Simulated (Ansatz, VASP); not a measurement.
SiC: VASP beside Ansatz

POSCAR

```
SiC
1.0
   -3.0759982064      0.0000000000      0.0000000000
   -1.5379991032     -2.6638925888      0.0000000000
    0.0000000000      0.0000000000     11.5960000000
Si C
4 4
Direct
    0.3333333333      0.3333333333      0.5691842014
    0.3333333333      0.3333333333      0.1338616764
    0.6666666667      0.6666666667      0.7868454640
    0.6666666667      0.6666666667      0.3515229389
    0.3333333333      0.3333333333      0.7367833736
    0.3333333333      0.3333333333      0.3014608486
    0.6666666667      0.6666666667      0.0837995861
    0.6666666667      0.6666666667      0.5191221111
```

INCAR.step1

```
SYSTEM = SiC
PREC = Accurate
ENCUT = 520
ISMEAR = 0
SIGMA = 0.05
LREAL = .FALSE.
LASPH = .TRUE.
NELM = 60
NBANDS = 26
GGA = PE
ALGO = Normal
EDIFF = 1E-4
LWAVE = .TRUE.
LCHARG = .FALSE.
```

The input INCAR.step2:

```
SYSTEM = SiC
PREC = Accurate
ENCUT = 520
EDIFF = 1E-7
ISMEAR = 0
SIGMA = 0.05
LREAL = .FALSE.
LASPH = .TRUE.
NELM = 60
ALGO = Normal
ISIF = 2
LWAVE = .FALSE.
LCHARG = .FALSE.
METAGGA = R2SCAN
LMIXTAU = .TRUE.
NBANDS = 26
ISTART = 1
```

The input KPOINTS:

```
regular mesh
0
G
  8 8 3
  0 0 0
```

Input for Ansatz:

```yaml
crystal:
  lattice:
    - [-3.0759982064, 0.0, 0.0]
    - [-1.5379991032, -2.6638925888, 0.0]
    - [0.0, 0.0, 11.596]
  atoms:
    - { symbol: Si, position: [0.3333333333, 0.3333333333, 0.5691842014] }
    - { symbol: Si, position: [0.3333333333, 0.3333333333, 0.1338616764] }
    - { symbol: Si, position: [0.6666666667, 0.6666666667, 0.786845464] }
    - { symbol: Si, position: [0.6666666667, 0.6666666667, 0.3515229389] }
    - { symbol: C, position: [0.3333333333, 0.3333333333, 0.7367833736] }
    - { symbol: C, position: [0.3333333333, 0.3333333333, 0.3014608486] }
    - { symbol: C, position: [0.6666666667, 0.6666666667, 0.0837995861] }
    - { symbol: C, position: [0.6666666667, 0.6666666667, 0.5191221111] }
basis:
  ecutwfc: 500
kpoints:
  mp_grid: { grid: [8, 8, 3] }
hamiltonian:
  xc: r2scan
scf:
  occupations: { method: gaussian, width: 0.05 }
output:
  forces: true
  stress: true
  eigenvalues: true
```

Alike in both runs: task single point; functional r2SCAN; k mesh 8 × 8 × 3; occupations gaussian, width 0.05 eV; no spin polarisation.

```csv
,VASP,Ansatz
version,VASP 6.6.1,Ansatz 0.2.0
potentials or method,"VASP PAW PBE potentials, release 64 (Si, C), cutoff 520 eV","scalar-relativistic, plane waves, PAW"
valence electrons in the cell,32,32
```

|  | VASP | Ansatz | Ansatz less VASP |
| --- | --- | --- | --- |
| gap on the k mesh at the Fermi level (eV) | 0.54 | 0.54 | -0.007 |
| least direct gap on the mesh (eV) | 1.07 | 1.06 | -0.009 |
| pressure (GPa) | -2.9 | -2.8 | +0.14 |
| traceless stress, the component that is largest in VASP (GPa) | -8.48 | -8.44 | +0.043 |
| rms of the force components (eV/Å) | 0.571 | 0.573 | +0.0025 |

VASP's potentials were made for PBE, not for r2SCAN. Atom by atom the forces differ by 0.006 eV/Å (rms over components).
